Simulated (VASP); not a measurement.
# La (P6_3/mmc) in VASP: notebook

The runs below take La through single point, with LDA.

Program: VASP 6.6.1. These are calculated values, not measurements. Logs are shortened: lines on timing, memory, paths and dates and some standing lists are left out, and cuts for length are marked.

### Step 1. The cell of the first run

The structure is hexagonal, space group P6_3/mmc (No. 194). Conventional cell: a = 3.600 Å, b = 3.600 Å, c = 11.552 Å, α = 90.00°, β = 90.00°, γ = 120.00°. La (site symmetry -3m) has 12 La at 3.56 to 3.60 Å within 4.7 Å. Within 4.7 Å of La (site symmetry -6m2) lie 12 La at 3.56 to 3.60 Å.

### Step 2. Single point, LDA

INCAR reads:

```
  PREC = Accurate
  ENCUT = 520
  EDIFF = 1E-6
  ISMEAR = 0
  SIGMA = 0.01
  LREAL = False
  LASPH = True
  NELM = 100
  ALGO = Normal
  ISIF = 2
  LWAVE = False
  LCHARG = True
  LELF = True
  LVHAR = True
  NBANDS = 30
```

KPOINTS reads:

```
regular mesh
0
Gamma
  10 10 3
```

POSCAR reads:

```
La
1.0
    3.5996230182      0.0000000000      0.0000000000
   -1.7998115091      3.1173649778      0.0000000000
    0.0000000000      0.0000000000     11.5524372057
La
4
Direct
    0.0000000000      1.0000000000      0.0000000000
    1.0000000000      1.0000000000      0.5000000000
    0.3333333333      0.6666666667      0.7500000000
    0.6666666667      0.3333333333      0.2500000000
```

Potentials or basis: VASP PAW LDA potentials, release 64 (La).

The run is started by

```
cat potpaw_LDA.64/La/POTCAR > POTCAR
mpirun -np 1 vasp_std > vasp.out
```

OUTCAR:

```text
PREC = Accurate
   ENCUT = 520
   EDIFF = 1E-6
   ISMEAR = 0
   LREAL = False
   LASPH = True
   NELM = 100
   ISIF = 2

 ion  position               nearest neighbor table
   1  0.000  0.000  0.000-   3 3.56   4 3.56   3 3.56   4 3.56   4 3.56   3 3.56
   2  0.000  0.000  0.500-   3 3.56   4 3.56   3 3.56   4 3.56   4 3.56   3 3.56
   3  0.333  0.667  0.750-   1 3.56   2 3.56   1 3.56   2 3.56   1 3.56   2 3.56
   4  0.667  0.333  0.250-   1 3.56   2 3.56   1 3.56   2 3.56   1 3.56   2 3.56

  LATTYP: Found a hexagonal cell.
 ALAT       =     3.5996230182
 C/A-ratio  =     3.2093464086

  Lattice vectors:

 A1 = (   3.5996230182,   0.0000000000,   0.0000000000)
 A2 = (  -1.7998115091,   3.1173649778,   0.0000000000)
 A3 = (   0.0000000000,   0.0000000000,  11.5524372057)

Analysis of symmetry for initial positions (statically):
=====================================================================
 Subroutine PRICEL returns:
 Original cell was already a primitive cell.

 Routine SETGRP: Setting up the symmetry group for a
 hexagonal supercell.

 Subroutine GETGRP returns: Found 24 space group operations
 (whereof 12 operations were pure point group operations)
 out of a pool of 24 trial point group operations.

The static configuration has the point symmetry D_3d.
 The point group associated with its full space group is D_6h.

Analysis of symmetry for dynamics (positions and initial velocities):
=====================================================================
 Subroutine PRICEL returns:
 Original cell was already a primitive cell.

 Routine SETGRP: Setting up the symmetry group for a
 hexagonal supercell.

 Subroutine GETGRP returns: Found 24 space group operations
 (whereof 12 operations were pure point group operations)
 out of a pool of 24 trial point group operations.

The dynamic configuration has the point symmetry D_3d.
 The point group associated with its full space group is D_6h.

 Subroutine INISYM returns: Found 24 space group operations
 (whereof 12 operations are pure point group operations),
 and found     1 'primitive' translations

----------------------------------------------------------------------------------------

                                     Primitive cell

  volume of cell :     129.6338

  direct lattice vectors                    reciprocal lattice vectors
     3.599623018  0.000000000  0.000000000     0.277806869  0.160391871  0.000000000
    -1.799811509  3.117364978  0.000000000     0.000000000  0.320783741  0.000000000
     0.000000000  0.000000000 11.552437206     0.000000000  0.000000000  0.086561821

[... 90 lines left out ...]
   NSW    =      0    number of steps for IOM
   IBRION =     -1    ionic relax: 0-MD 1-quasi-New 2-CG
   NFREE  =      0    steps in history (QN), initial steepest desc. (CG)
   ISIF   =      2    stress and relaxation
   ISYM   =      2    0-nonsym 1-usesym 2-fastsym
   POTIM  = 0.5000    time-step for ionic-motion
   TEBEG  =    0.0;   TEEND  =   0.0 temperature during run
   PSTRESS=    0.0 pullay stress
   NELECT =      44.0000    total number of electrons
   NUPDOWN=      -1.0000    fix difference up-down
   EMIN   =  10.00;   EMAX   =-10.00  energy-range for DOS
   EFERMI =   0.00;   METHOD = LEGACY
   ISMEAR =     0;   SIGMA  =   0.01  broadening in eV -4-tet -1-fermi 0-gaus
   EFERMI_NEDOS =   21; number of points for ismear=-14 and -15
   IALGO  =     38    algorithm
   IMIX   =      4    mixing-type and parameters
     AMIX     =   0.40;   BMIX     =  1.00
     AMIX_MAG =   1.60;   BMIX_MAG =  1.00
  volume/ion in A,a.u.               =      32.41       218.70
  Fermi-wavevector in a.u.,A,eV,Ry     =   1.141965  2.158002 17.743154  1.304085
  Thomas-Fermi vector in A             =   2.278664
   LORBIT       =      0    0 simple, 1 ext, 2 COOP (PROOUT), +10 PAW based schemes
   GGA     = CA    functional components
   LHFCALC =     F    Hartree Fock is set to
   AEXX    =    0.0000 exact exchange contribution
   IVDW    =     0    specifies the selected vdW correction
   LEPSILON=     F    determine dielectric tensor
   LRPA    =     F    only Hartree local field effects (RPA)
 non-spin polarized calculation
 Gauss-broadening in eV      SIGMA  =   0.01
  energy-cutoff  :      520.00
  volume of cell :      129.63
 maximum number of plane-waves:      3523
 NGX is ok and might be reduce to    28
   NGX = 13   NGY = 13   NGZ = 43

 number of electron      44.0000002 magnetization

 Free energy of the ion-electron system (eV)
  ---------------------------------------------------
  ext. energy  EPLUGINS =         0.00000000
  ---------------------------------------------------
  free energy    TOTEN  =       -22.30625720 eV

  energy without entropy =      -22.30571893  energy(sigma->0) =      -22.30598806

 E-fermi :   9.1085     XC(G=0): -10.3300

 val. band max:        9.1063735842   @ k =   0.3000   0.2000   0.0000
 cond. band min:       9.1131927639   @ k =   0.2000   0.2000   0.3333
 fundamental gap:      0.0068191797
 Fermi energy:         9.1085058075

 k-point     1 :       0.0000    0.0000    0.0000
  band No.  band energies     occupation
      1     -23.5825      2.00000
      2     -23.4178      2.00000
      3     -23.3985      2.00000
      4     -23.2238      2.00000
      5      -8.3102      2.00000
      6      -7.3443      2.00000
[... 781 lines left out ...]
     29      10.8556      0.00000
     30      10.9000      0.00000

 [... further k-points ...]

------------------------ aborting loop because EDIFF is reached ----------------------------------------

  FORCE on cell =-STRESS in cart. coord.  units (eV):
  Direction    XX          YY          ZZ          XY          YZ          ZX
  --------------------------------------------------------------------------------------
  -------------------------------------------------------------------------------------
  Total       -0.1264556     -0.1264556     -0.1328648      0.0000000      0.0000000      0.0000000
  in kB       -1.5628966     -1.5628966     -1.6421101      0.0000000      0.0000000      0.0000000
  external PRESSURE =      -1.5893011 kB  Pullay stress =       0.0000000 kB

 VOLUME and BASIS-vectors are now :
 -----------------------------------------------------------------------------
  energy-cutoff  :      520.00
  volume of cell :      129.63
      direct lattice vectors                 reciprocal lattice vectors
     3.599623018  0.000000000  0.000000000     0.277806869  0.160391871  0.000000000
    -1.799811509  3.117364978  0.000000000     0.000000000  0.320783741  0.000000000
     0.000000000  0.000000000 11.552437206     0.000000000  0.000000000  0.086561821

 POSITION                                       TOTAL-FORCE (eV/Angst)
 -----------------------------------------------------------------------------------
      0.00000      0.00000      0.00000        -0.000000      0.000000      0.000000
      0.00000      0.00000      5.77622        -0.000000      0.000000      0.000000
     -0.00000      2.07824      8.66433        -0.000000      0.000000     -0.000000
      1.79981      1.03912      2.88811         0.000000     -0.000000      0.000000
 -----------------------------------------------------------------------------------
    total drift:                               -0.000000      0.000000      0.000000

  FREE ENERGIE OF THE ION-ELECTRON SYSTEM (eV)
  ---------------------------------------------------
  free  energy   TOTEN  =       -22.3062571970 eV

  energy  without entropy=      -22.3057189279  energy(sigma->0) =      -22.30598806
```

Run time: 87 s. Hardware: 1 thread of Intel Xeon 6975P-C (Granite Rapids), shared host; peak memory 0.27 GiB.

What came out:

| Property | Result |
| --- | --- |
| Free energy | -22.3063 eV |
| Pressure | -0.2 GPa |
| Band gap on the k mesh | zero (bands 22 and 23 overlap by 1.10 eV) |

Levels at points of the mesh, in eV from the Fermi level:
```
           k point  band 19  band 20  band 21  band 22  band 23  band 24  band 25  band 26
(0.00, 0.00, 0.00)    -1.77    -1.75     0.55     0.73     1.17     1.21     1.21     1.23
(0.50, 0.00, 0.00)    -1.88    -1.29    -0.90    -0.32    -0.25     0.44     1.08     1.14
```

Caveat: spin-orbit coupling is left out, which moves the levels of the heavy elements.

### Step 3. Single point, LDA

INCAR reads:

```
SYSTEM = La
PREC = Accurate
ENCUT = 520
EDIFF = 1E-6
ISMEAR = 0
SIGMA = 0.03
LREAL = .False.
LASPH = .True.
NELM = 100
ALGO = Normal
ISIF = 2
LWAVE = .False.
LCHARG = .False.
GGA = CA
NBANDS = 30
```

KPOINTS reads:

```
Automatic mesh
0
Gamma
  10 10 3
  0 0 0
```

POSCAR is that of step 2.

Potentials or basis: VASP PAW LDA potentials, release 64 (La).

The run is started by

```
cat potpaw_LDA.64/La/POTCAR > POTCAR
mpirun -np 1 vasp_std > vasp.out
```

Wall time 96 s (1 thread of Intel Xeon 6975P-C (Granite Rapids), shared host); peak memory 0.26 GiB.

It converged, with:

```
Free energy            : -22.3082 eV
Pressure               : -0.2 GPa
Band gap on the k mesh : zero (bands 22 and 23 overlap by 1.10 eV)
```

Stress tensor (GPa, compression positive):
```
-0.12  0.00  0.00
 0.00 -0.12  0.00
 0.00  0.00 -0.30
```

Levels at points of the mesh, in eV from the Fermi level:
```
           k point  band 20  band 21  band 22  band 23  band 24  band 25
(0.00, 0.00, 0.00)    -1.76     0.55     0.73     1.17     1.20     1.21
(0.50, 0.00, 0.00)    -1.30    -0.90    -0.33    -0.26     0.43     1.08
```

Caveat: spin-orbit coupling is left out, which moves the levels of the heavy elements.

### Step 4. Single point, LDA

INCAR reads:

```
SYSTEM = La
PREC = Accurate ; ENCUT = 520
EDIFF = 1E-6 ; ISMEAR = 0
SIGMA = 0.1 ; LREAL = .FALSE.
LASPH = .TRUE. ; NELM = 100
ALGO = Normal ; ISIF = 2
LWAVE = .FALSE. ; LCHARG = .FALSE.
NBANDS = 30
```

KPOINTS reads:

```
regular mesh
0
G
  10 10 3
  0 0 0
```

POSCAR is that of step 3.

Potentials or basis: VASP PAW LDA potentials, release 64 (La).

The run is started by

```
cat potpaw_LDA.64/La/POTCAR > POTCAR
mpirun -np 1 vasp_std > vasp.out
```

OUTCAR:

```text
SYSTEM = La
   PREC = Accurate
   ENCUT = 520
   EDIFF = 1E-6
   ISMEAR = 0
   LREAL = .FALSE.
   LASPH = .TRUE.
   NELM = 100
   ISIF = 2

 ion  position               nearest neighbor table
   1  0.000  0.000  0.000-   3 3.56   4 3.56   3 3.56   4 3.56   4 3.56   3 3.56
   2  0.000  0.000  0.500-   3 3.56   4 3.56   3 3.56   4 3.56   4 3.56   3 3.56
   3  0.333  0.667  0.750-   1 3.56   2 3.56   1 3.56   2 3.56   1 3.56   2 3.56
   4  0.667  0.333  0.250-   1 3.56   2 3.56   1 3.56   2 3.56   1 3.56   2 3.56

  LATTYP: Found a hexagonal cell.
 ALAT       =     3.5996230182
 C/A-ratio  =     3.2093464086

  Lattice vectors:

 A1 = (   3.5996230182,   0.0000000000,   0.0000000000)
 A2 = (  -1.7998115091,   3.1173649778,   0.0000000000)
 A3 = (   0.0000000000,   0.0000000000,  11.5524372057)

Analysis of symmetry for initial positions (statically):
=====================================================================
 Subroutine PRICEL returns:
 Original cell was already a primitive cell.

 Routine SETGRP: Setting up the symmetry group for a
 hexagonal supercell.

 Subroutine GETGRP returns: Found 24 space group operations
 (whereof 12 operations were pure point group operations)
 out of a pool of 24 trial point group operations.

The static configuration has the point symmetry D_3d.
 The point group associated with its full space group is D_6h.

Analysis of symmetry for dynamics (positions and initial velocities):
=====================================================================
 Subroutine PRICEL returns:
 Original cell was already a primitive cell.

 Routine SETGRP: Setting up the symmetry group for a
 hexagonal supercell.

 Subroutine GETGRP returns: Found 24 space group operations
 (whereof 12 operations were pure point group operations)
 out of a pool of 24 trial point group operations.

The dynamic configuration has the point symmetry D_3d.
 The point group associated with its full space group is D_6h.

 Subroutine INISYM returns: Found 24 space group operations
[... 122 lines left out ...]
  volume/ion in A,a.u.               =      32.41       218.70
  Fermi-wavevector in a.u.,A,eV,Ry     =   1.141965  2.158002 17.743154  1.304085
  Thomas-Fermi vector in A             =   2.278664
   LORBIT       =      0    0 simple, 1 ext, 2 COOP (PROOUT), +10 PAW based schemes
   GGA     = CA    functional components
   LHFCALC =     F    Hartree Fock is set to
   AEXX    =    0.0000 exact exchange contribution
   IVDW    =     0    specifies the selected vdW correction
   LEPSILON=     F    determine dielectric tensor
   LRPA    =     F    only Hartree local field effects (RPA)
 non-spin polarized calculation
 Gauss-broadening in eV      SIGMA  =   0.10
  energy-cutoff  :      520.00
  volume of cell :      129.63
 maximum number of plane-waves:      3523
 NGX is ok and might be reduce to    28
   NGX = 13   NGY = 13   NGZ = 43

 number of electron      44.0000002 magnetization

 Free energy of the ion-electron system (eV)
  ---------------------------------------------------
  ext. energy  EPLUGINS =         0.00000000
  ---------------------------------------------------
  free energy    TOTEN  =       -22.32749687 eV

  energy without entropy =      -22.28982174  energy(sigma->0) =      -22.30865931

 E-fermi :   9.0986     XC(G=0): -10.3295

 val. band max:        9.0943873892   @ k =   0.4000   0.0000   0.0000
 cond. band min:       9.0990438450   @ k =   0.3000   0.3000   0.3333
 fundamental gap:      0.0046564558
 Fermi energy:         9.0985512389

 k-point     1 :       0.0000    0.0000    0.0000
  band No.  band energies     occupation
      1     -23.5796      2.00000
      2     -23.4113      2.00000
      3     -23.3993      2.00000
      4     -23.2210      2.00000
      5      -8.3102      2.00000
      6      -7.3405      2.00000
[... 781 lines left out ...]
     29      10.8582      0.00000
     30      10.9024      0.00000

 [... further k-points ...]

------------------------ aborting loop because EDIFF is reached ----------------------------------------

  FORCE on cell =-STRESS in cart. coord.  units (eV):
  Direction    XX          YY          ZZ          XY          YZ          ZX
  --------------------------------------------------------------------------------------
  -------------------------------------------------------------------------------------
  Total       -0.0918018     -0.0918018     -0.3038115      0.0000000      0.0000000      0.0000000
  in kB       -1.1346024     -1.1346024     -3.7548833      0.0000000      0.0000000      0.0000000
  external PRESSURE =      -2.0080294 kB  Pullay stress =       0.0000000 kB

 VOLUME and BASIS-vectors are now :
 -----------------------------------------------------------------------------
  energy-cutoff  :      520.00
  volume of cell :      129.63
      direct lattice vectors                 reciprocal lattice vectors
     3.599623018  0.000000000  0.000000000     0.277806869  0.160391871  0.000000000
    -1.799811509  3.117364978  0.000000000     0.000000000  0.320783741  0.000000000
     0.000000000  0.000000000 11.552437206     0.000000000  0.000000000  0.086561821

 POSITION                                       TOTAL-FORCE (eV/Angst)
 -----------------------------------------------------------------------------------
      0.00000      0.00000      0.00000        -0.000000      0.000000     -0.000000
      0.00000      0.00000      5.77622        -0.000000      0.000000     -0.000000
     -0.00000      2.07824      8.66433         0.000000     -0.000000      0.000000
      1.79981      1.03912      2.88811        -0.000000      0.000000     -0.000000
 -----------------------------------------------------------------------------------
    total drift:                               -0.000000      0.000000      0.000000

  FREE ENERGIE OF THE ION-ELECTRON SYSTEM (eV)
  ---------------------------------------------------
  free  energy   TOTEN  =       -22.3274968721 eV

  energy  without entropy=      -22.2898217426  energy(sigma->0) =      -22.30865931
```

stdout:

```text
POSCAR found type information on POSCAR La
 POSCAR found :  1 types and       4 ions
 scaLAPACK will be used
 LDA part: xc-table for (Slater(with rela. corr.)+CA(PZ))
 , standard interpolation
 POSCAR, INCAR and KPOINTS ok, starting setup
 FFT: planning ... GRIDC
 FFT: planning ... GRID_SOFT
 FFT: planning ... GRID
 WAVECAR not read
 entering main loop
```

Run time: 85 s. Hardware: 1 thread of Intel Xeon 6975P-C (Granite Rapids), shared host; peak memory 0.26 GiB.

What came out:

| Item | Value |
| --- | --- |
| Free energy | -22.3275 eV |
| Pressure | -0.2 GPa |
| Band gap on the k mesh | zero (bands 22 and 23 overlap by 1.11 eV) |

Stress tensor (GPa, compression positive):
```
-0.11  0.00  0.00
 0.00 -0.11  0.00
 0.00  0.00 -0.38
```

Caveat: spin-orbit coupling is left out, which moves the levels of the heavy elements.

### Step 5. Single point, LDA

INCAR reads:

```
SYSTEM = La
  PREC = Accurate
  ENCUT = 520
  EDIFF = 1E-6
  ISMEAR = 0
  SIGMA = 0.2
  LREAL = .False.
  LASPH = .True.
  NELM = 100
  ALGO = Normal
  ISIF = 2
  LWAVE = .False.
  LCHARG = .True.
  GGA = CA
  LELF = .True.
  LVHAR = .True.
  NBANDS = 30
```

KPOINTS reads:

```
regular mesh
0
Gamma
  10 10 3
  0 0 0
```

POSCAR is that of step 4.

The run is started by

```
cat potpaw_LDA.64/La/POTCAR > POTCAR
mpirun -np 1 vasp_std > vasp.out
```

Wall time 79 s (1 thread of Intel Xeon 6975P-C (Granite Rapids), shared host); peak memory 0.27 GiB.

The run converged. Its results:

```
Free energy            : -22.3785 eV
Pressure               : -0.1 GPa
Band gap on the k mesh : zero (bands 22 and 23 overlap by 1.11 eV)
```

Levels at points of the mesh, in eV from the Fermi level:
```tsv
k point	band 19	band 20	band 21	band 22	band 23	band 24	band 25	band 26
(0.00, 0.00, 0.00)	-1.72	-1.72	0.59	0.77	1.22	1.24	1.25	1.26
(0.50, 0.00, 0.00)	-1.83	-1.26	-0.85	-0.29	-0.22	0.47	1.13	1.17
```

Caveat: spin-orbit coupling is left out, which moves the levels of the heavy elements.

### Step 6. Single point, LDA

INCAR reads:

```
SYSTEM = La
PREC     = Accurate       ! precision mode
ENCUT    = 520            ! plane-wave cutoff, eV
EDIFF    = 1E-7           ! SCF threshold, eV
ISMEAR   = 0              ! smearing method
SIGMA    = 0.3            ! smearing width, eV
LREAL    = .FALSE.        ! projectors in reciprocal space
LASPH    = .TRUE.         ! aspherical terms in the spheres
NELM     = 60             ! most SCF steps
ALGO     = Normal         ! electronic algorithm
ISIF     = 2              ! what is computed and relaxed
LWAVE    = .FALSE.        ! write WAVECAR
LCHARG   = .FALSE.        ! write CHGCAR
GGA      = CA             ! functional
NBANDS   = 30             ! bands
```

KPOINTS reads:

```
Automatic mesh
0
G
  10 10 3
  0 0 0
```

POSCAR is that of step 5.

Potentials or basis: VASP PAW LDA potentials, release 64 (La).

The run is started by

```
cat potpaw_LDA.64/La/POTCAR > POTCAR
mpirun -np 1 vasp_std > vasp.out
```

Run time: 94 s. Hardware: 1 thread of Intel Xeon 6975P-C (Granite Rapids), shared host; peak memory 0.27 GiB.

Results (log left out):

```yaml
Free_energy: -22.4579 eV
Pressure: -0.1 GPa
Band_gap_on_the_k_mesh: zero (bands 22 and 23 overlap by 1.12 eV)
```

Levels at points of the mesh, in eV from the Fermi level:
| k point | band 18 | band 19 | band 20 | band 21 | band 22 | band 23 | band 24 | band 25 | band 26 | band 27 |
| --- | --- | --- | --- | --- | --- | --- | --- | --- | --- | --- |
| (0.00, 0.00, 0.00) | -1.93 | -1.72 | -1.70 | 0.61 | 0.78 | 1.24 | 1.26 | 1.26 | 1.27 | 1.36 |
| (0.50, 0.00, 0.00) | -2.11 | -1.81 | -1.25 | -0.83 | -0.27 | -0.21 | 0.49 | 1.14 | 1.19 | 1.46 |

Caveat: so wide a smearing shifts energies and pressures; spin-orbit coupling is left out, which moves the levels of the heavy elements.

### Step 7. Overview

```tsv
smearing	gap on the mesh (eV)	pressure (GPa)
gaussian 0.01 eV	none	-0.2
gaussian 0.03 eV	none	-0.2
gaussian 0.1 eV	none	-0.2
gaussian 0.2 eV	none	-0.1
gaussian 0.3 eV	none	-0.1
```

Alike in all rows: task single point; level LDA; potentials or basis VASP PAW LDA potentials, release 64 (La); no spin polarisation; cell as given; k mesh 10 × 10 × 3; cutoff (eV) 520.

Caveats: spin-orbit coupling is left out, which moves the levels of the heavy elements; so wide a smearing shifts energies and pressures (at least some runs).

Absolute energies hang on the potentials; compare differences alone.

The gap in the log of VASP goes by the Fermi energy; the results here count the filled bands.